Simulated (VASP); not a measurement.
# GeMo (CsCl type) (Pm-3m) in VASP: a series of runs, part 2 of 2

VASP 6.6.1. Earlier steps stand in the parts before.

## Step 4: Single point, r2SCAN (volume scaled by 0.7)

File POSCAR:

```
GeMo
1.0
    2.7579439268      0.0000000000      0.0000000000
    0.0000000000      2.7579439268      0.0000000000
    0.0000000000      0.0000000000      2.7579439268
Mo Ge
1 1
Direct
    0.0000000000      0.0000000000      0.0000000000
    0.5000000000      0.5000000000      0.5000000000
```

File INCAR.step1:

```
SYSTEM = GeMo
ALGO = Normal
EDIFF = 1E-4
ENCUT = 520
GGA = PE
ISMEAR = -1
LASPH = .TRUE.
LCHARG = .FALSE.
LREAL = .FALSE.
LWAVE = .TRUE.
NBANDS = 21
NELM = 100
PREC = Accurate
SIGMA = 0.05
```

File INCAR.step2:

```
SYSTEM = GeMo
ALGO = Normal
EDIFF = 1E-6
ENCUT = 520
ISIF = 2
ISMEAR = -1
ISTART = 1
LASPH = .TRUE.
LCHARG = .FALSE.
LMIXTAU = .TRUE.
LREAL = .FALSE.
LWAVE = .FALSE.
METAGGA = R2SCAN
NBANDS = 21
NELM = 100
PREC = Accurate
SIGMA = 0.05
```

File KPOINTS:

```
k-points
0
G
  14 14 14
  0 0 0
```

Potentials or basis: VASP PAW PBE potentials, release 64 (Mo_sv, Ge_d).

Launch:

```bash
$ cat potpaw_PBE.64/Mo_sv/POTCAR potpaw_PBE.64/Ge_d/POTCAR > POTCAR
$ cp INCAR.step1 INCAR
$ mpirun -np 1 vasp_std > vasp.out
$ cp INCAR.step2 INCAR
$ mpirun -np 1 vasp_std > vasp.out
```

OUTCAR:

```text
SYSTEM = GeMo
   EDIFF = 1E-6
   ENCUT = 520
   ISIF = 2
   ISMEAR = -1
   ISTART = 1
   LASPH = .TRUE.
   LREAL = .FALSE.
   METAGGA = R2SCAN
   NELM = 100
   PREC = Accurate

 ion  position               nearest neighbor table
   1  0.000  0.000  0.000-   2 2.39   2 2.39   2 2.39   2 2.39   2 2.39   2 2.39   2 2.39   2 2.39

   2  0.500  0.500  0.500-   1 2.39   1 2.39   1 2.39   1 2.39   1 2.39   1 2.39   1 2.39   1 2.39

  LATTYP: Found a simple cubic cell.
 ALAT       =     2.7579439268

  Lattice vectors:

 A1 = (   2.7579439268,   0.0000000000,   0.0000000000)
 A2 = (   0.0000000000,   2.7579439268,   0.0000000000)
 A3 = (   0.0000000000,   0.0000000000,   2.7579439268)

Analysis of symmetry for initial positions (statically):
=====================================================================
 Subroutine PRICEL returns:
 Original cell was already a primitive cell.

 Routine SETGRP: Setting up the symmetry group for a
 simple cubic supercell.

 Subroutine GETGRP returns: Found 48 space group operations
[... 9 lines left out ...]

 Routine SETGRP: Setting up the symmetry group for a
 simple cubic supercell.

 Subroutine GETGRP returns: Found 48 space group operations
[... 11 lines left out ...]
                                     Primitive cell
[... 132 lines left out ...]
  ---------------------------------------------------
  ext. energy  EPLUGINS =         0.00000000
  ---------------------------------------------------
  free energy    TOTEN  =       -36.28122473 eV

  energy without entropy =      -36.26669338  energy(sigma->0) =      -36.27395906

 E-fermi :  17.0088     XC(G=0): -16.8490

 val. band max:       16.9797668800   @ k =   0.1429   0.0714   0.0714
 cond. band min:      17.0181172453   @ k =   0.3571   0.2857   0.0714
 fundamental gap:      0.0383503653
 Fermi energy:        17.0087556237

 k-point     1 :       0.0000    0.0000    0.0000
  band No.  band energies     occupation
      1     -45.4473      2.00000
      2     -18.5659      2.00000
      3     -18.5659      2.00000
      4     -18.5659      2.00000
      5      -8.9189      2.00000
      6      -8.9189      2.00000
[... 565 lines left out ...]
     20      31.8237      0.00000
     21      34.9793      0.00000

 [... further k-points ...]
[... 5 lines left out ...]
  --------------------------------------------------------------------------------------
  -------------------------------------------------------------------------------------
  Total       21.0423364     21.0423364     21.0423364     -0.0000000     -0.0000000     -0.0000000
  in kB     1607.1197791   1607.1197791   1607.1197791     -0.0000000     -0.0000000     -0.0000000
  external PRESSURE =    1607.1197791 kB  Pullay stress =       0.0000000 kB

 VOLUME and BASIS-vectors are now :
 -----------------------------------------------------------------------------
  energy-cutoff  :      520.00
  volume of cell :       20.98
      direct lattice vectors                 reciprocal lattice vectors
     2.757943927  0.000000000  0.000000000     0.362588953  0.000000000  0.000000000
     0.000000000  2.757943927  0.000000000     0.000000000  0.362588953  0.000000000
     0.000000000  0.000000000  2.757943927     0.000000000  0.000000000  0.362588953

 POSITION                                       TOTAL-FORCE (eV/Angst)
 -----------------------------------------------------------------------------------
      0.00000      0.00000      0.00000         0.000000      0.000000      0.000000
      1.37897      1.37897      1.37897         0.000000      0.000000      0.000000
 -----------------------------------------------------------------------------------
    total drift:                                0.000000      0.000000     -0.000000

  FREE ENERGIE OF THE ION-ELECTRON SYSTEM (eV)
  ---------------------------------------------------
  free  energy   TOTEN  =       -36.2812247293 eV

  energy  without entropy=      -36.2666933817  energy(sigma->0) =      -36.27395906
```

OUTCAR.step1:

```text
SYSTEM = GeMo
   EDIFF = 1E-4
   ENCUT = 520
   GGA = PE
   ISMEAR = -1
   LASPH = .TRUE.
   LREAL = .FALSE.
[... 797 lines left out ...]
      0.00000      0.00000      0.00000         0.000000      0.000000      0.000000
      1.37897      1.37897      1.37897         0.000000      0.000000      0.000000
 -----------------------------------------------------------------------------------
    total drift:                                0.000000      0.000000     -0.000000

  FREE ENERGIE OF THE ION-ELECTRON SYSTEM (eV)
  ---------------------------------------------------
  free  energy   TOTEN  =       -11.6647142977 eV

  energy  without entropy=      -11.6495795542  energy(sigma->0) =      -11.65714693
```

OSZICAR.step1:

```text
N       E                     dE             d eps       ncg     rms          rms(c)
DAV:   1     0.211116399397E+03    0.21112E+03   -0.14327E+04  6286   0.346E+03
DAV:   2     0.339690146006E+01   -0.20772E+03   -0.19964E+03  5291   0.618E+02
DAV:   3    -0.119887055960E+02   -0.15386E+02   -0.15182E+02  5510   0.112E+02
DAV:   4    -0.122100357306E+02   -0.22133E+00   -0.22118E+00  5590   0.142E+01
DAV:   5    -0.122121994450E+02   -0.21637E-02   -0.21637E-02  5569   0.154E+00    0.353E+01
DAV:   6    -0.117627714793E+02    0.44943E+00   -0.85799E-01  5855   0.852E+00    0.145E+01
DAV:   7    -0.116775755344E+02    0.85196E-01   -0.53972E-02  6261   0.513E+00    0.465E+00
DAV:   8    -0.116651223972E+02    0.12453E-01   -0.80819E-03  6913   0.904E-01    0.192E-01
DAV:   9    -0.116647123494E+02    0.41005E-03   -0.13501E-03  5855   0.834E-01    0.750E-02
DAV:  10    -0.116647142977E+02   -0.19482E-05   -0.36052E-05  3088   0.127E-01
   1 F= -.11664714E+02 E0= -.11657147E+02  d E =-.151347E-01
```

Wall time 53 s (1 thread of Intel Xeon 6975P-C (Granite Rapids), shared host); peak memory 0.18 GiB.

What came out:

```yaml
Free_energy: -36.2812 eV
Pressure: 160.7 GPa
Band_gap_on_the_k_mesh: zero (band 14 reaches 22.01 eV, above the bottom of band 15 at 15.54 eV)
```

Caveat: the PAW data sets were made with another functional, which shifts forces and pressure a little.

## Step 5: Single point, r2SCAN (volume scaled by 0.8)

File POSCAR:

```
GeMo
1.0
    2.8834742741      0.0000000000      0.0000000000
    0.0000000000      2.8834742741      0.0000000000
    0.0000000000      0.0000000000      2.8834742741
Mo Ge
1 1
Direct
    0.0000000000      0.0000000000      0.0000000000
    0.5000000000      0.5000000000      0.5000000000
```

File INCAR.step1:

```
PREC     = Accurate       # precision mode
ENCUT    = 520            # plane-wave cutoff, eV
ISMEAR   = -1             # smearing method
SIGMA    = 0.05           # smearing width, eV
LREAL    = False          # projectors in reciprocal space
LASPH    = True           # aspherical terms in the spheres
NELM     = 80             # most SCF steps
NBANDS   = 21             # bands
GGA      = PE             # functional
ALGO     = Normal         # electronic algorithm
EDIFF    = 1E-4           # SCF threshold, eV
LWAVE    = True           # write WAVECAR
LCHARG   = False          # write CHGCAR
```

File INCAR.step2:

```
PREC     = Accurate       # precision mode
ENCUT    = 520            # plane-wave cutoff, eV
EDIFF    = 1E-6           # SCF threshold, eV
ISMEAR   = -1             # smearing method
SIGMA    = 0.05           # smearing width, eV
LREAL    = False          # projectors in reciprocal space
LASPH    = True           # aspherical terms in the spheres
NELM     = 80             # most SCF steps
ALGO     = Normal         # electronic algorithm
ISIF     = 2              # what is computed and relaxed
LWAVE    = False          # write WAVECAR
LCHARG   = False          # write CHGCAR
METAGGA  = R2SCAN         # meta-GGA
LMIXTAU  = True         
NBANDS   = 21             # bands
ISTART   = 1
```

File KPOINTS:

```
regular mesh
0
Gamma
  14 14 14
```

Launch:

```bash
$ cat potpaw_PBE.64/Mo_sv/POTCAR potpaw_PBE.64/Ge_d/POTCAR > POTCAR
$ cp INCAR.step1 INCAR
$ mpirun -np 1 vasp_std > vasp.out
$ cp INCAR.step2 INCAR
$ mpirun -np 1 vasp_std > vasp.out
```

Wall time 58 s (1 thread of Intel Xeon 6975P-C (Granite Rapids), shared host); peak memory 0.18 GiB.

It converged, with:

- Free energy: -38.4120 eV
- Pressure: 75.6 GPa
- Band gap on the k mesh: zero (band 14 reaches 18.71 eV, above the bottom of band 15 at 13.40 eV)

Levels at points of the mesh, in eV from the Fermi level:
| k point | band 11 | band 12 | band 13 | band 14 | band 15 | band 16 | band 17 | band 18 |
| --- | --- | --- | --- | --- | --- | --- | --- | --- |
| (0.00, 0.00, 0.00) | -4.49 | -4.49 | 1.76 | 1.76 | 1.76 | 3.42 | 3.42 | 3.42 |
| (0.50, 0.00, 0.00) | -8.68 | -3.52 | -2.49 | -2.49 | 2.00 | 4.32 | 7.37 | 12.07 |
| (0.50, 0.50, 0.00) | -4.00 | -4.00 | -3.45 | -0.50 | -0.50 | 3.98 | 5.83 | 6.75 |
| (0.50, 0.50, 0.50) | -7.67 | -7.67 | -4.67 | 4.17 | 4.17 | 5.66 | 5.66 | 5.66 |

Caveat: the PAW data sets were made with another functional, which shifts forces and pressure a little.

## Step 6: Overview

| cell | gap on the mesh (eV) | pressure (GPa) |
| --- | --- | --- |
| a = 2.620 Å, 2 atoms | none | 319.4 |
| a = 2.758 Å, 2 atoms | none | 160.7 |
| a = 2.883 Å, 2 atoms | none | 75.6 |

Alike in all rows: task single point; level r2SCAN; potentials or basis VASP PAW PBE potentials, release 64 (Mo_sv, Ge_d); no spin polarisation; k mesh 14 × 14 × 14; cutoff (eV) 520; smearing fermi-dirac 0.05 eV.

Caveats: the PAW data sets were made with another functional, which shifts forces and pressure a little.

Absolute energies hang on the potentials; compare differences alone.
